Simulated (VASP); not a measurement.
# CaGaI3 (P6_3/mmc) in VASP: further runs

CaGaI3 is run at these levels: PBE; tasks: single point.

Program: VASP 6.6.1. These are calculated values, not measurements. Logs are shortened: lines on timing, memory, paths and dates and some standing lists are left out, and cuts for length are marked.

### Step 1. The cell of the first run

The structure is hexagonal, space group P6_3/mmc (No. 194). Conventional cell: a = 7.705 Å, b = 7.705 Å, c = 6.472 Å, α = 90.00°, β = 90.00°, γ = 120.00°. Within 5.1 Å of Ca (site symmetry -6m2) lie 12 I at 3.85 to 3.93 Å and 6 Ga at 4.73 Å. Within 3.6 Å of Ga (site symmetry -3m) lie 6 I at 2.75 Å and 2 Ga at 3.24 Å. I (site symmetry mm2) has 2 Ga at 2.75 Å within 3.6 Å.

### Step 2. Single point, PBE

The input, INCAR:

```
SYSTEM = CaGaI3
ALGO     = Normal         ! electronic algorithm
EDIFF    = 1E-7           ! SCF threshold, eV
ENCUT    = 520            ! plane-wave cutoff, eV
GGA      = PE             ! functional
ISIF     = 2              ! what is computed and relaxed
ISMEAR   = 0              ! smearing method
LASPH    = .TRUE.         ! aspherical terms in the spheres
LCHARG   = .TRUE.         ! write CHGCAR
LELF     = .TRUE.         ! ELF
LREAL    = .FALSE.        ! projectors in reciprocal space
LVHAR    = .TRUE.       
LWAVE    = .FALSE.        ! write WAVECAR
NBANDS   = 55             ! bands
NELM     = 100            ! most SCF steps
PREC     = Accurate       ! precision mode
SIGMA    = 0.1            ! smearing width, eV
```

The input, KPOINTS:

```
k-points
0
G
  3 3 4
  0 0 0
```

The input, POSCAR:

```
CaGaI3
1.0
    7.7046750000      0.0000000000      0.0000000000
   -3.8523375000      6.6724442800      0.0000000000
    0.0000000000      0.0000000000      6.4719270000
Ca Ga I
2 2 6
Direct
    0.3333333300      0.6666666700      0.7500000000
    0.6666666700      0.3333333300      0.2500000000
    0.0000000000      0.0000000000      0.0000000000
    0.0000000000      0.0000000000      0.5000000000
    0.8333333300      0.6666666700      0.7500000000
    0.3333333300      0.1666666700      0.7500000000
    0.8333333300      0.1666666700      0.7500000000
    0.1666666700      0.3333333300      0.2500000000
    0.6666666700      0.8333333300      0.2500000000
    0.1666666700      0.8333333300      0.2500000000
```

Potentials or basis: VASP PAW PBE potentials, release 64 (Ca_sv, Ga_d, I).

Launch:

```bash
cat potpaw_PBE.64/Ca_sv/POTCAR potpaw_PBE.64/Ga_d/POTCAR potpaw_PBE.64/I/POTCAR > POTCAR
mpirun -np 1 vasp_std > vasp.out
```

OUTCAR:

```text
SYSTEM = CaGaI3
   EDIFF = 1E-7
   ENCUT = 520
   GGA = PE
   ISIF = 2
   ISMEAR = 0
   LASPH = .TRUE.
   LREAL = .FALSE.
   NELM = 100
   PREC = Accurate

 ion  position               nearest neighbor table
   1  0.333  0.667  0.750-
   2  0.667  0.333  0.250-
   3  0.000  0.000  0.000-   6 2.75   9 2.75   8 2.75   5 2.75   7 2.75  10 2.75
   4  0.000  0.000  0.500-   6 2.75   9 2.75   8 2.75   5 2.75   7 2.75  10 2.75
   5  0.833  0.667  0.750-   3 2.75   4 2.75
   6  0.333  0.167  0.750-   3 2.75   4 2.75
   7  0.833  0.167  0.750-   3 2.75   4 2.75
   8  0.167  0.333  0.250-   3 2.75   4 2.75
   9  0.667  0.833  0.250-   3 2.75   4 2.75
  10  0.167  0.833  0.250-   3 2.75   4 2.75

  LATTYP: Found a hexagonal cell.
 ALAT       =     7.7046750000
 C/A-ratio  =     0.8400000000

  Lattice vectors:

 A1 = (   7.7046750000,   0.0000000000,   0.0000000000)
 A2 = (  -3.8523375000,   6.6724442800,   0.0000000000)
 A3 = (   0.0000000000,   0.0000000000,   6.4719270000)

Analysis of symmetry for initial positions (statically):
=====================================================================
 Subroutine PRICEL returns:
 Original cell was already a primitive cell.

 Routine SETGRP: Setting up the symmetry group for a
 hexagonal supercell.

 Subroutine GETGRP returns: Found 24 space group operations
 (whereof 12 operations were pure point group operations)
 out of a pool of 24 trial point group operations.

The static configuration has the point symmetry D_3d.
 The point group associated with its full space group is D_6h.

Analysis of symmetry for dynamics (positions and initial velocities):
=====================================================================
 Subroutine PRICEL returns:
 Original cell was already a primitive cell.

 Routine SETGRP: Setting up the symmetry group for a
 hexagonal supercell.

 Subroutine GETGRP returns: Found 24 space group operations
 (whereof 12 operations were pure point group operations)
 out of a pool of 24 trial point group operations.

The dynamic configuration has the point symmetry D_3d.
 The point group associated with its full space group is D_6h.

 Subroutine INISYM returns: Found 24 space group operations
 (whereof 12 operations are pure point group operations),
 and found     1 'primitive' translations

----------------------------------------------------------------------------------------

                                     Primitive cell

  volume of cell :     332.7154

  direct lattice vectors                    reciprocal lattice vectors
     7.704675000  0.000000000  0.000000000     0.129791328  0.074935058  0.000000000
    -3.852337500  6.672444280  0.000000000     0.000000000  0.149870116  0.000000000
     0.000000000  0.000000000  6.471927000     0.000000000  0.000000000  0.154513486

  length of vectors
     7.704675000  7.704675002  6.471927000     0.149870116  0.149870116  0.154513486

  position of ions in fractional coordinates (direct lattice)
     0.333333330  0.666666670  0.750000000
     0.666666670  0.333333330  0.250000000
     0.000000000  0.000000000  0.000000000
     0.000000000  0.000000000  0.500000000
     0.833333330  0.666666670  0.750000000
     0.333333330  0.166666670  0.750000000
     0.833333330  0.166666670  0.750000000
     0.166666670  0.333333330  0.250000000
     0.666666670  0.833333330  0.250000000
     0.166666670  0.833333330  0.250000000

  ion indices of the primitive-cell ions
   primitive index   ion index
                 1           1
                 2           2
                 3           3
                 4           4
                 5           5
                 6           6
                 7           7
                 8           8
                 9           9
                10          10

----------------------------------------------------------------------------------------

 KPOINTS: k-points

Automatic generation of k-mesh.
 Grid dimensions read from file:
 generate k-points for:    3    3    4

 Generating k-lattice:

  Cartesian coordinates                     Fractional coordinates (reciprocal lattice)
     0.043263776  0.024978353  0.000000000     0.333333333  0.000000000  0.000000000
     0.000000000  0.049956705  0.000000000     0.000000000  0.333333333  0.000000000
     0.000000000  0.000000000  0.038628371     0.000000000  0.000000000  0.250000000

  Length of vectors
     0.049956705  0.049956705  0.038628371

  Shift w.r.t. Gamma in fractional coordinates (k-lattice)
     0.000000000  0.000000000  0.000000000

 Subroutine IBZKPT returns following result:
 ===========================================

 Found      9 irreducible k-points:

 Following reciprocal coordinates:
            Coordinates               Weight
  0.000000  0.000000  0.000000      1.000000
  0.333333  0.000000  0.000000      6.000000
  0.333333  0.333333  0.000000      2.000000
  0.000000  0.000000  0.250000      2.000000
  0.333333  0.000000  0.250000     12.000000
  0.333333  0.333333  0.250000      4.000000
  0.000000  0.000000  0.500000      1.000000
  0.333333  0.000000  0.500000      6.000000
  0.333333  0.333333  0.500000      2.000000
   k-points           NKPTS =      9   k-points in BZ     NKDIM =      9   number of bands    NBANDS=     55
   number of dos      NEDOS =    301   number of ions     NIONS =     10
   total plane-waves  NPLWV = 172800
   dimension x,y,z NGX =    60 NGY =   60 NGZ =   48
   dimension x,y,z NGXF=   120 NGYF=  120 NGZF=   96
   ions per type =               2   2   6
   NGX,Y,Z   is equivalent  to a cutoff of  12.95, 12.95, 12.33 a.u.
   NGXF,Y,Z  is equivalent  to a cutoff of  25.89, 25.89, 24.66 a.u.
 SYSTEM =  CaGaI3
   PREC   = accura    normal or accurate (medium, high low for compatibility)
   ISTART =      0    job   : 0-new  1-cont  2-samecut
   ICHARG =      2    charge: 1-file 2-atom 10-const
   ISPIN  =      1    spin polarized calculation?
   LNONCOLLINEAR =      F non collinear calculations
   LSORBIT =      F    spin-orbit coupling
   LASPH  =      T    aspherical Exc in radial PAW
   ENCUT  =  520.0 eV  38.22 Ry    6.18 a.u.  14.33 14.33 12.03*2*pi/ulx,y,z
   NELM   =    100;   NELMIN=  2; NELMDL= -5     # of ELM steps
   EDIFF  = 0.1E-06   stopping-criterion for ELM
   LREAL  =      F    real-space projection
   EDIFFG = 0.1E-05   stopping-criterion for IOM
   NSW    =      0    number of steps for IOM
   IBRION =     -1    ionic relax: 0-MD 1-quasi-New 2-CG
   NFREE  =      0    steps in history (QN), initial steepest desc. (CG)
   ISIF   =      2    stress and relaxation
   ISYM   =      2    0-nonsym 1-usesym 2-fastsym
   POTIM  = 0.5000    time-step for ionic-motion
   TEBEG  =    0.0;   TEEND  =   0.0 temperature during run
   PSTRESS=    0.0 pullay stress
   NELECT =      88.0000    total number of electrons
   NUPDOWN=      -1.0000    fix difference up-down
   EMIN   =  10.00;   EMAX   =-10.00  energy-range for DOS
   EFERMI =   0.00;   METHOD = LEGACY
   ISMEAR =     0;   SIGMA  =   0.10  broadening in eV -4-tet -1-fermi 0-gaus
   EFERMI_NEDOS =   21; number of points for ismear=-14 and -15
   IALGO  =     38    algorithm
   IMIX   =      4    mixing-type and parameters
     AMIX     =   0.40;   BMIX     =  1.00
     AMIX_MAG =   1.60;   BMIX_MAG =  1.00
  volume/ion in A,a.u.               =      33.27       224.53
  Fermi-wavevector in a.u.,A,eV,Ry     =   1.050860  1.985837 15.024998  1.104306
  Thomas-Fermi vector in A             =   2.185880
   LORBIT       =      0    0 simple, 1 ext, 2 COOP (PROOUT), +10 PAW based schemes
   GGA     = PE    functional components
   LHFCALC =     F    Hartree Fock is set to
   AEXX    =    0.0000 exact exchange contribution
   IVDW    =     0    specifies the selected vdW correction
   LEPSILON=     F    determine dielectric tensor
   LRPA    =     F    only Hartree local field effects (RPA)
 non-spin polarized calculation
 Gauss-broadening in eV      SIGMA  =   0.10
  energy-cutoff  :      520.00
  volume of cell :      332.72
 maximum number of plane-waves:      9000
 NGX is ok and might be reduce to    60
   NGX = 29   NGY = 29   NGZ = 25

 number of electron      88.0000014 magnetization

 Free energy of the ion-electron system (eV)
  ---------------------------------------------------
  ext. energy  EPLUGINS =         0.00000000
  ---------------------------------------------------
  free energy    TOTEN  =       -23.43945750 eV

  energy without entropy =      -23.41866328  energy(sigma->0) =      -23.42906039

 E-fermi :   6.0167     XC(G=0):  -8.7468

 val. band max:        5.9546342052   @ k =   0.3333   0.0000   0.0000
 cond. band min:       6.0233618257   @ k =   0.3333   0.3333   0.2500
 fundamental gap:      0.0687276205
 Fermi energy:         6.0167010543

 k-point     1 :       0.0000    0.0000    0.0000
  band No.  band energies     occupation
      1     -38.2881      2.00000
      2     -38.2880      2.00000
      3     -19.2304      2.00000
      4     -19.2304      2.00000
      5     -19.2295      2.00000
      6     -19.2295      2.00000
[... 47 lines left out ...]
     54       7.0735      0.00000
     55       7.0741      0.00000

 k-point     2 :       0.3333    0.0000    0.0000
  band No.  band energies     occupation
      1     -38.2881      2.00000
      2     -38.2880      2.00000
      3     -19.2305      2.00000
      4     -19.2303      2.00000
      5     -19.2297      2.00000
      6     -19.2294      2.00000
[... 47 lines left out ...]
     54       7.2235      0.00000
     55       7.3729      0.00000
[... 346 lines left out ...]
     54       7.2387      0.00000
     55       7.2612      0.00000

 k-point     9 :       0.3333    0.3333    0.5000
  band No.  band energies     occupation
      1     -38.2880      2.00000
      2     -38.2880      2.00000
      3     -19.2300      2.00000
      4     -19.2300      2.00000
      5     -19.2300      2.00000
      6     -19.2300      2.00000
[... 47 lines left out ...]
     54       7.3285      0.00000
     55       7.3428      0.00000

------------------------ aborting loop because EDIFF is reached ----------------------------------------

  FORCE on cell =-STRESS in cart. coord.  units (eV):
  Direction    XX          YY          ZZ          XY          YZ          ZX
  --------------------------------------------------------------------------------------
  -------------------------------------------------------------------------------------
  Total        9.5687497      9.5687497     11.3136016      0.0000000     -0.0000000      0.0000000
  in kB       46.0779222     46.0779222     54.4801851      0.0000000     -0.0000000      0.0000000
  external PRESSURE =      48.8786765 kB  Pullay stress =       0.0000000 kB

 VOLUME and BASIS-vectors are now :
 -----------------------------------------------------------------------------
  energy-cutoff  :      520.00
  volume of cell :      332.72
      direct lattice vectors                 reciprocal lattice vectors
     7.704675000  0.000000000  0.000000000     0.129791328  0.074935058  0.000000000
    -3.852337500  6.672444280  0.000000000     0.000000000  0.149870116  0.000000000
     0.000000000  0.000000000  6.471927000     0.000000000  0.000000000  0.154513486

 POSITION                                       TOTAL-FORCE (eV/Angst)
 -----------------------------------------------------------------------------------
     -0.00000      4.44830      4.85395        -0.000000      0.000000      0.000000
      3.85234      2.22415      1.61798        -0.000000      0.000000      0.000000
      0.00000      0.00000      0.00000        -0.000000      0.000000      0.000000
      0.00000      0.00000      3.23596        -0.000000      0.000000      0.000000
      3.85234      4.44830      4.85395        -0.000000     -1.879316      0.000000
      1.92617      1.11207      4.85395         1.627536      0.939658      0.000000
      5.77851      1.11207      4.85395        -1.627536      0.939658      0.000000
      0.00000      2.22415      1.61798        -0.000000      1.879316      0.000000
      1.92617      5.56037      1.61798        -1.627536     -0.939658      0.000000
     -1.92617      5.56037      1.61798         1.627536     -0.939658      0.000000
 -----------------------------------------------------------------------------------
    total drift:                               -0.000036      0.000021     -0.000000

  FREE ENERGIE OF THE ION-ELECTRON SYSTEM (eV)
  ---------------------------------------------------
  free  energy   TOTEN  =       -23.4394574974 eV

  energy  without entropy=      -23.4186632771  energy(sigma->0) =      -23.42906039
```

It took 5.9 min on 1 thread of AMD EPYC 7R43 (Zen 3), shared host; peak memory 0.45 GiB.

Results:

```yaml
Free_energy: -23.4395 eV
Pressure: 4.9 GPa
Largest_force: 1.879 eV/Å
Band_gap_on_the_k_mesh: zero (bands 44 and 45 overlap by 1.46 eV)
```

Forces in eV/Å, atoms in the order of the input:
```
Ca   0.000  0.000  0.000
Ca   0.000  0.000  0.000
Ga   0.000  0.000  0.000
Ga   0.000  0.000  0.000
I    0.000 -1.879  0.000
I    1.628  0.940  0.000
I   -1.628  0.940  0.000
I    0.000  1.879  0.000
I   -1.628 -0.940  0.000
I    1.628 -0.940  0.000
```

Levels at points of the mesh, in eV from the Fermi level:
| k point | band 40 | band 41 | band 42 | band 43 | band 44 | band 45 | band 46 | band 47 | band 48 | band 49 |
| --- | --- | --- | --- | --- | --- | --- | --- | --- | --- | --- |
| (0.00, 0.00, 0.00) | -2.83 | -2.83 | -2.59 | -2.47 | -1.28 | -0.71 | -0.46 | 0.40 | 0.40 | 0.65 |
| (0.00, 0.00, 0.50) | -3.20 | -3.16 | -3.16 | -2.14 | -2.14 | 0.48 | 0.48 | 0.54 | 0.54 | 0.54 |

Caveat: the cell stands under pressure; spin-orbit coupling is left out, which moves the levels of the heavy elements; forces of over 1 eV/Å act on the atoms, so gaps and moduli don't describe the material at rest.

### Step 3. Single point, PBE

This run uses another cell than the first one, of 37.90 Å³/atom.

The input, INCAR:

```
SYSTEM = CaGaI3
PREC = Accurate ; ENCUT = 520
EDIFF = 1E-6 ; ISMEAR = 0
SIGMA = 0.1 ; LREAL = .False.
LASPH = .True. ; NELM = 80
ALGO = Normal ; ISIF = 2
LWAVE = .False. ; LCHARG = .True.
GGA = PE ; LELF = .True.
LVHAR = .True. ; NBANDS = 55
```

The input, KPOINTS:

```
Automatic mesh
0
Gamma
  3 3 4
  0 0 0
```

The input, POSCAR:

```
CaGaI3
1.0
    9.4184032386      0.0000000000      0.0000000000
   -4.7092016193      8.1565764677      0.0000000000
    0.0000000000      0.0000000000      4.9336642061
Ca Ga I
2 2 6
Direct
    0.3333333333      0.6666666667      0.7500000000
    0.6666666667      0.3333333333      0.2500000000
    0.0000000000      0.0000000000      0.0000000000
    0.0000000000      0.0000000000      0.5000000000
    0.8032070956      0.6064141913      0.7500000000
    0.3935858087      0.1967929044      0.7500000000
    0.8032070956      0.1967929044      0.7500000000
    0.1967929044      0.3935858087      0.2500000000
    0.6064141913      0.8032070956      0.2500000000
    0.1967929044      0.8032070956      0.2500000000
```

Potentials or basis: VASP PAW PBE potentials, release 64 (Ca_sv, Ga_d, I).

Launch:

```bash
cat potpaw_PBE.64/Ca_sv/POTCAR potpaw_PBE.64/Ga_d/POTCAR potpaw_PBE.64/I/POTCAR > POTCAR
mpirun -np 1 vasp_std > vasp.out
```

It took 5.8 min on 1 thread of AMD EPYC 7R43 (Zen 3), shared host; peak memory 0.52 GiB.

It converged, with:

| Quantity | Value |
| --- | --- |
| Free energy | -27.4786 eV |
| Pressure | -0.1 GPa |
| Largest force | 0.021 eV/Å |
| Band gap on the k mesh | 0.20 eV |

Forces in eV/Å, atoms in the order of the input:
```
Ca   0.000  0.000  0.000
Ca   0.000  0.000  0.000
Ga   0.000  0.000  0.000
Ga   0.000  0.000  0.000
I    0.000  0.021  0.000
I   -0.019 -0.011  0.000
I    0.019 -0.011  0.000
I    0.000 -0.021  0.000
I    0.019  0.011  0.000
I   -0.019  0.011  0.000
```

Levels at points of the mesh, in eV from the valence-band top:
| k point | band 40 | band 41 | band 42 | band 43 | band 44 | band 45 | band 46 | band 47 | band 48 | band 49 |
| --- | --- | --- | --- | --- | --- | --- | --- | --- | --- | --- |
| (0.00, 0.00, 0.00) | -1.02 | -0.60 | -0.60 | -0.50 | -0.09 | 0.33 | 2.56 | 2.56 | 2.57 | 2.89 |
| (0.00, 0.00, 0.50) | -0.82 | -0.82 | -0.82 | -0.71 | -0.71 | 2.94 | 2.94 | 2.94 | 2.94 | 3.68 |

Caveat: spin-orbit coupling is left out, which moves the levels of the heavy elements; an odd mesh through Γ misses points on the zone boundary, where band edges can lie.
